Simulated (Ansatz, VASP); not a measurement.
# One calculation of AlN, two programs

The input INCAR:

```
SYSTEM = AlN
  PREC = Accurate
  ENCUT = 520
  EDIFF = 1E-8
  ISMEAR = -1
  SIGMA = 0.02
  LREAL = .FALSE.
  LASPH = .TRUE.
  NELM = 100
  ALGO = Normal
  ISIF = 2
  LWAVE = .FALSE.
  LCHARG = .FALSE.
  GGA = PE
  LEFG = .TRUE.
  NBANDS = 16
```

Contents of KPOINTS:

```
regular mesh
0
G
  11 11 6
  0 0 0
```

POSCAR

```
AlN
1.0
    3.0474944919      0.0000000000      0.0000000000
   -1.5237472460      2.6392076479      0.0000000000
    0.0000000000      0.0000000000      4.8763796492
Al N
2 2
Direct
    0.3333333333      0.6666666667      0.0000000000
    0.6666666667      0.3333333333      0.5000000000
    0.3333333333      0.6666666667      0.3850000000
    0.6666666667      0.3333333333      0.8850000000
```

Input for Ansatz:

```yaml
crystal:
  lattice:
    - [3.0474944919, 0.0, 0.0]
    - [-1.523747246, 2.6392076479, 0.0]
    - [0.0, 0.0, 4.8763796492]
  atoms:
    - { symbol: Al, position: [0.3333333333, 0.6666666667, 0.0] }
    - { symbol: Al, position: [0.6666666667, 0.3333333333, 0.5] }
    - { symbol: "N", position: [0.3333333333, 0.6666666667, 0.385] }
    - { symbol: "N", position: [0.6666666667, 0.3333333333, 0.885] }
kpoints:
  mp_grid: { grid: [11, 11, 6] }
scf:
  occupations: { method: fermi_dirac, width: 0.02 }
hamiltonian:
  xc: pbe
  pseudopotentials: { kind: paw }
output:
  forces: true
  stress: true
  eigenvalues: true
  efg: { contact_densities: true }
```

Change from the starting cell: volume scaled by 0.94, PAW files.

Alike in both runs: task electric field gradients; functional PBE; k mesh 11 × 11 × 6; occupations fermi-dirac, width 0.02 eV; no spin polarisation.

|  | VASP | Ansatz |
| --- | --- | --- |
| version | VASP 6.6.1 | Ansatz 0.2.0 |
| potentials or method | VASP PAW PBE potentials, release 64 (Al, N) | PAW with Ansatz's default frozen-core files, scalar-relativistic |
| plane-wave cutoff (eV) | 520 | 420 |
| valence electrons in the cell | 16 | 16 |

|  | VASP | Ansatz | Ansatz less VASP |
| --- | --- | --- | --- |
| gap on the k mesh at the Fermi level (eV) | 4.72 | 4.71 | -0.014 |
| pressure (GPa) | 18.4 | 18.6 | +0.22 |
| traceless stress, the component that is largest in VASP (GPa) | -2.41 | -2.44 | -0.033 |
| rms of the force components (eV/Å) | 0.107 | 0.106 | -0.0009 |
| size of Vzz on the site where it differs most (V/Å²) | 9.3 | 8.9 | -0.36 |

Atom by atom the forces differ by 0.001 eV/Å (rms over components). The functional is the same, so the differences come from potentials, cutoffs and numerics.
